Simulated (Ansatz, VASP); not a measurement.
## Two plane-wave programs on MgS

```
CELL_PARAMETERS angstrom
3.22986 0.00000 0.00000
0.00000 3.22986 0.00000
0.00000 0.00000 3.22986
ATOMIC_POSITIONS crystal
Mg 0.00000 0.00000 0.00000
S 0.50000 0.50000 0.50000
```

Alike in both runs: task single point; functional r2SCAN; k mesh 6 × 6 × 6; occupations fermi-dirac, width 0.02 eV; no spin polarisation.

|  | VASP | Ansatz |
| --- | --- | --- |
| version | VASP 6.6.1 | Ansatz 0.2.0 |
| potentials or method | VASP PAW PBE potentials, release 64 (Mg, S) | plane waves, PAW |
| plane-wave cutoff (eV) | 520 | 500 |
| valence electrons in the cell | 8 | 16 |

VASP gave:

```
pressure (GPa) : 1.9
```

Question: Which values does Ansatz return?

Answer: Pressure (GPa): 2.4.

VASP's potentials were made for PBE, not for r2SCAN. VASP's potentials hold 8 valence electrons a cell and Ansatz's 16, so a difference there can come from the potentials and not from the codes.
